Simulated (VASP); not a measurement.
# CaS (Immm) in VASP: electric field gradients with PBE

Aim: the electric field gradients of CaS with PBE.

Program: VASP 6.6.1. These are calculated values, not measurements. Logs are shortened: lines on timing, memory, paths and dates and some standing lists are left out, and cuts for length are marked.

### Step 1. The cell of the first run

Symmetry: Immm, No. 71, orthorhombic system. The conventional cell has a = 3.980 Å, b = 4.061 Å, c = 5.686 Å, α = 90.00°, β = 90.00°, γ = 90.00°. Ca (site symmetry mmm) has 6 S at 2.84 Å within 3.7 Å. Within 3.7 Å of S (site symmetry mmm) lie 6 Ca at 2.84 Å.

### Step 2. Electric field gradients, PBE (xy shear strain of +2 %)

INCAR

```
  PREC = Accurate
  ENCUT = 400
  EDIFF = 1E-8
  ISMEAR = -1
  SIGMA = 0.01
  LREAL = F
  LASPH = T
  NELM = 120
  ALGO = Normal
  ISIF = 2
  LWAVE = F
  LCHARG = F
  GGA = PE
  LEFG = T
  NBANDS = 15
  GGA_COMPAT = F
```

KPOINTS

```
Automatic mesh
0
Gamma
  7 7 7
```

POSCAR

```
CaS
1.0
    0.0284300000      2.8430000000      2.8430000000
    2.8430000000      0.0284300000      2.8430000000
    2.8714300000      2.8714300000      0.0000000000
Ca S
1 1
Direct
    0.0000000000      0.0000000000      0.0000000000
    0.5000000000      0.5000000000      0.5000000000
```

Potentials or basis: VASP PAW PBE potentials, release 64 (Ca_sv, S).

Run with:

```console
> cat potpaw_PBE.64/Ca_sv/POTCAR potpaw_PBE.64/S/POTCAR > POTCAR
> mpirun -np 1 vasp_std > vasp.out
```

OUTCAR:

```text
PREC = Accurate
   ENCUT = 400
   EDIFF = 1E-8
   ISMEAR = -1
   LREAL = F
   LASPH = T
   NELM = 120
   ISIF = 2
   GGA = PE

 ion  position               nearest neighbor table
   1  0.000  0.000  0.000-   2 2.84   2 2.84   2 2.84   2 2.84   2 2.84   2 2.84
   2  0.500  0.500  0.500-   1 2.84   1 2.84   1 2.84   1 2.84   1 2.84   1 2.84

  LATTYP: Found a body centered orthorhombic cell.
 ALAT       =     3.9804030662
 B/A-ratio  =     1.0202020202
 C/A-ratio  =     1.4284985479

  Lattice vectors:

 A1 = (   2.8430000000,   0.0284300000,  -2.8430000000)
 A2 = (  -2.8430000000,  -0.0284300000,  -2.8430000000)
 A3 = (   0.0284300000,   2.8430000000,   2.8430000000)

Analysis of symmetry for initial positions (statically):
=====================================================================
 Subroutine PRICEL returns:
 Original cell was already a primitive cell.

 Routine SETGRP: Setting up the symmetry group for a
 body centered orthorhombic supercell.

 Subroutine GETGRP returns: Found  8 space group operations
 (whereof  8 operations were pure point group operations)
 out of a pool of  8 trial point group operations.

The static configuration has the point symmetry D_2h.

Analysis of symmetry for dynamics (positions and initial velocities):
=====================================================================
 Subroutine PRICEL returns:
 Original cell was already a primitive cell.

 Routine SETGRP: Setting up the symmetry group for a
 body centered orthorhombic supercell.

 Subroutine GETGRP returns: Found  8 space group operations
 (whereof  8 operations were pure point group operations)
 out of a pool of  8 trial point group operations.

The dynamic configuration has the point symmetry D_2h.

 Subroutine INISYM returns: Found  8 space group operations
 (whereof  8 operations are pure point group operations),
 and found     1 'primitive' translations

----------------------------------------------------------------------------------------

                                     Primitive cell

  volume of cell :      45.9533

  direct lattice vectors                    reciprocal lattice vectors
     0.028430000  2.843000000  2.843000000    -0.177647030  0.177647030  0.175870559
     2.843000000  0.028430000  2.843000000     0.177647030 -0.177647030  0.175870559
     2.871430000  2.871430000  0.000000000     0.174129267  0.174129267 -0.175870559

  length of vectors
     4.020709672  4.020709672  4.060815249     0.306671466  0.306671466  0.302609413

  position of ions in fractional coordinates (direct lattice)
     0.000000000  0.000000000  0.000000000
     0.500000000  0.500000000  0.500000000

  ion indices of the primitive-cell ions
   primitive index   ion index
                 1           1
                 2           2

----------------------------------------------------------------------------------------

 KPOINTS: Automatic mesh

Automatic generation of k-mesh.
 Grid dimensions read from file:
 generate k-points for:    7    7    7

 Generating k-lattice:

  Cartesian coordinates                     Fractional coordinates (reciprocal lattice)
    -0.025378147  0.025378147  0.025124366     0.142857143  0.000000000  0.000000000
     0.025378147 -0.025378147  0.025124366     0.000000000  0.142857143  0.000000000
     0.024875610  0.024875610 -0.025124366    -0.000000000 -0.000000000  0.142857143

  Length of vectors
     0.043810209  0.043810209  0.043229916

  Shift w.r.t. Gamma in fractional coordinates (k-lattice)
     0.000000000  0.000000000  0.000000000

 Subroutine IBZKPT returns following result:
 ===========================================

 Found     64 irreducible k-points:

 Following reciprocal coordinates:
            Coordinates               Weight
  0.000000  0.000000  0.000000      1.000000
  0.142857  0.000000  0.000000      4.000000
  0.285714  0.000000  0.000000      4.000000
  0.428571 -0.000000  0.000000      4.000000
  0.142857  0.142857  0.000000      2.000000
  0.285714  0.142857  0.000000      4.000000
[... 16 lines left out ...]
 -0.142857  0.000000  0.142857      8.000000
  0.285714  0.285714  0.142857      4.000000
 [... further k-points ...]
   k-points           NKPTS =     64   k-points in BZ     NKDIM =     64   number of bands    NBANDS=     15
   number of dos      NEDOS =    301   number of ions     NIONS =      2
   total plane-waves  NPLWV =  21952
   dimension x,y,z NGX =    28 NGY =   28 NGZ =   28
   dimension x,y,z NGXF=    56 NGYF=   56 NGZF=   56
   ions per type =               1   1
   NGX,Y,Z   is equivalent  to a cutoff of  11.58, 11.58, 11.46 a.u.
   NGXF,Y,Z  is equivalent  to a cutoff of  23.15, 23.15, 22.93 a.u.
 SYSTEM =  unknown system
   PREC   = accura    normal or accurate (medium, high low for compatibility)
   ISTART =      0    job   : 0-new  1-cont  2-samecut
   ICHARG =      2    charge: 1-file 2-atom 10-const
   ISPIN  =      1    spin polarized calculation?
   LNONCOLLINEAR =      F non collinear calculations
   LSORBIT =      F    spin-orbit coupling
   LASPH  =      T    aspherical Exc in radial PAW
   ENCUT  =  400.0 eV  29.40 Ry    5.42 a.u.   6.56  6.56  6.62*2*pi/ulx,y,z
   NELM   =    120;   NELMIN=  2; NELMDL= -5     # of ELM steps
   EDIFF  = 0.1E-07   stopping-criterion for ELM
   LREAL  =      F    real-space projection
   EDIFFG = 0.1E-06   stopping-criterion for IOM
   NSW    =      0    number of steps for IOM
   IBRION =     -1    ionic relax: 0-MD 1-quasi-New 2-CG
   NFREE  =      0    steps in history (QN), initial steepest desc. (CG)
   ISIF   =      2    stress and relaxation
   ISYM   =      2    0-nonsym 1-usesym 2-fastsym
   POTIM  = 0.5000    time-step for ionic-motion
   TEBEG  =    0.0;   TEEND  =   0.0 temperature during run
   PSTRESS=    0.0 pullay stress
   NELECT =      16.0000    total number of electrons
   NUPDOWN=      -1.0000    fix difference up-down
   EMIN   =  10.00;   EMAX   =-10.00  energy-range for DOS
   EFERMI =   0.00;   METHOD = LEGACY
   ISMEAR =    -1;   SIGMA  =   0.01  broadening in eV -4-tet -1-fermi 0-gaus
   EFERMI_NEDOS =   21; number of points for ismear=-14 and -15
   IALGO  =     38    algorithm
   IMIX   =      4    mixing-type and parameters
     AMIX     =   0.40;   BMIX     =  1.00
     AMIX_MAG =   1.60;   BMIX_MAG =  1.00
  volume/ion in A,a.u.               =      22.98       155.05
  Fermi-wavevector in a.u.,A,eV,Ry     =   1.151708  2.176413 18.047199  1.326432
  Thomas-Fermi vector in A             =   2.288364
   LORBIT       =      0    0 simple, 1 ext, 2 COOP (PROOUT), +10 PAW based schemes
   GGA     = PE    functional components
   LHFCALC =     F    Hartree Fock is set to
   AEXX    =    0.0000 exact exchange contribution
   IVDW    =     0    specifies the selected vdW correction
   LEPSILON=     F    determine dielectric tensor
   LRPA    =     F    only Hartree local field effects (RPA)
 non-spin polarized calculation
  energy-cutoff  :      400.00
  volume of cell :       45.95
 maximum number of plane-waves:       869
 NGX is ok and might be reduce to    28
   NGX = 13   NGY = 13   NGZ = 13

 number of electron      16.0000000 magnetization

 Free energy of the ion-electron system (eV)
  ---------------------------------------------------
  ext. energy  EPLUGINS =         0.00000000
  ---------------------------------------------------
  free energy    TOTEN  =       -10.36032461 eV

  energy without entropy =      -10.36032461  energy(sigma->0) =      -10.36032461

 E-fermi :   3.0851     XC(G=0):  -9.3362

 val. band max:        2.8165584814   @ k =   0.0000   0.0000   0.0000
 cond. band min:       5.1747114302   @ k =   0.4286   0.4286   0.0000
 fundamental gap:      2.3581529488
 Fermi energy:         3.0850596746

 k-point     1 :       0.0000    0.0000    0.0000
  band No.  band energies     occupation
      1     -36.4190      2.00000
      2     -17.4013      2.00000
      3     -17.3991      2.00000
      4     -17.3970      2.00000
      5      -8.5783      2.00000
      6       2.7142      2.00000
      7       2.7632      2.00000
      8       2.8166      2.00000
      9       6.8473      0.00000
     10       6.8491      0.00000
     11       7.0061      0.00000
     12       7.0178      0.00000
     13       7.5272      0.00000
     14       7.5278      0.00000
     15      13.6408      0.00000

 k-point     2 :       0.1429    0.0000    0.0000
  band No.  band energies     occupation
      1     -36.4166      2.00000
      2     -17.4342      2.00000
      3     -17.4027      2.00000
      4     -17.3994      2.00000
      5      -8.4356      2.00000
      6       1.9700      2.00000
      7       2.4226      2.00000
      8       2.4897      2.00000
      9       6.9175      0.00000
     10       7.1516      0.00000
     11       7.2476      0.00000
     12       7.9445      0.00000
     13       8.0589      0.00000
     14       8.0734      0.00000
     15      13.7678      0.00000

 k-point     3 :       0.2857    0.0000    0.0000
  band No.  band energies     occupation
      1     -36.4115      2.00000
      2     -17.5080      2.00000
      3     -17.4092      2.00000
      4     -17.4049      2.00000
      5      -8.0939      2.00000
      6       0.6448      2.00000
      7       1.9061      2.00000
      8       1.9735      2.00000
      9       7.1214      0.00000
     10       7.9005      0.00000
     11       7.9822      0.00000
     12       9.3011      0.00000
     13       9.3067      0.00000
     14       9.3744      0.00000
     15      13.0552      0.00000
[... 343 lines left out ...]
 k-point    23 :      -0.1429    0.0000    0.1429
  band No.  band energies     occupation
      1     -36.4136      2.00000
      2     -17.4673      2.00000
      3     -17.4190      2.00000
      4     -17.4012      2.00000
      5      -8.2437      2.00000
      6       1.1557      2.00000
      7       2.0943      2.00000
      8       2.2056      2.00000
      9       7.1383      0.00000
     10       7.3924      0.00000
     11       7.7523      0.00000
     12       7.9941      0.00000
     13       9.1908      0.00000
     14       9.2467      0.00000
     15      13.5358      0.00000

 k-point    24 :       0.2857    0.2857    0.1429
  band No.  band energies     occupation
      1     -36.4121      2.00000
      2     -17.4809      2.00000
      3     -17.4185      2.00000
      4     -17.4120      2.00000
      5      -8.1652      2.00000
      6       0.8327      2.00000
      7       1.9976      2.00000
      8       2.2316      2.00000
      9       6.4739      0.00000
     10       7.9561      0.00000
     11       8.1179      0.00000
     12       8.5514      0.00000
     13       8.5789      0.00000
     14      10.4358      0.00000
     15      13.0101      0.00000

 [... further k-points ...]

------------------------ aborting loop because EDIFF is reached ----------------------------------------

  FORCE on cell =-STRESS in cart. coord.  units (eV):
  Direction    XX          YY          ZZ          XY          YZ          ZX
  --------------------------------------------------------------------------------------
  -------------------------------------------------------------------------------------
  Total        0.2796315      0.2796315      0.2745510     -0.1927420      0.0000000      0.0000000
  in kB        9.7494379      9.7494379      9.5723025     -6.7200070      0.0000000      0.0000000
  external PRESSURE =       9.6903928 kB  Pullay stress =       0.0000000 kB

 VOLUME and BASIS-vectors are now :
 -----------------------------------------------------------------------------
  energy-cutoff  :      400.00
  volume of cell :       45.95
      direct lattice vectors                 reciprocal lattice vectors
     0.028430000  2.843000000  2.843000000    -0.177647030  0.177647030  0.175870559
     2.843000000  0.028430000  2.843000000     0.177647030 -0.177647030  0.175870559
     2.871430000  2.871430000  0.000000000     0.174129267  0.174129267 -0.175870559

 POSITION                                       TOTAL-FORCE (eV/Angst)
 -----------------------------------------------------------------------------------
      0.00000      0.00000      0.00000         0.000000      0.000000      0.000000
      2.87143      2.87143      2.84300        -0.000000     -0.000000      0.000000
 -----------------------------------------------------------------------------------
    total drift:                                0.000000      0.000000      0.000000

  FREE ENERGIE OF THE ION-ELECTRON SYSTEM (eV)
  ---------------------------------------------------
  free  energy   TOTEN  =       -10.3603246083 eV

  energy  without entropy=      -10.3603246083  energy(sigma->0) =      -10.36032461

 Electric field gradients (V/A^2)
---------------------------------------------------------------------
 ion       V_xx      V_yy      V_zz      V_xy      V_xz      V_yz
---------------------------------------------------------------------
   1       0.020     0.020    -0.040    -1.296    -0.001    -0.001
   2      -0.023    -0.023     0.047     2.652     0.001     0.001
---------------------------------------------------------------------

 Electric field gradients after diagonalization (V/A^2)
 (convention: |V_zz| > |V_xx| > |V_yy|)
----------------------------------------------------------------------
 ion       V_xx      V_yy      V_zz     asymmetry (V_yy - V_xx)/ V_zz
----------------------------------------------------------------------
   1      -1.276    -0.040     1.316       0.939
   2       2.629     0.047    -2.676       0.965
----------------------------------------------------------------------

           NMR quadrupolar parameters

 Cq : quadrupolar parameter    Cq=e*Q*V_zz/h
 eta: asymmetry parameters     (V_yy - V_xx)/ V_zz
 Q  : nuclear electric quadrupole moment in mb (millibarn)
----------------------------------------------------------------------
 ion       Cq(MHz)       eta       Q (mb)
----------------------------------------------------------------------
   1       0.003       0.939       1.000
   2      -0.006       0.965       1.000
----------------------------------------------------------------------
```

It took 54 s on 1 thread of Intel Xeon Platinum 8259CL at 2.50GHz (Skylake/Cascade Lake), shared host; peak memory 0.16 GiB.

What came out:

```yaml
Free_energy: -10.3603 eV
Pressure: 1.0 GPa
Band_gap_on_the_k_mesh: 2.36 eV (least direct gap 3.13 eV)
Largest_electric_field_gradient_by_atom: Ca +1.3; S -2.7 V/Å²
```

Electric field gradients, principal values (V/Å²):
```tsv
atom	least	middle	greatest (by size)
1 Ca	-0.040	-1.276	1.316
2 S	0.047	2.629	-2.676
```

Caveat: the cell differs from its parent crystal (xy shear strain of +2 %); without QUAD_EFG the Cq values of the log hold for a quadrupole moment of 1 mb, not for the nuclei; an odd mesh through Γ misses points on the zone boundary, where band edges can lie.
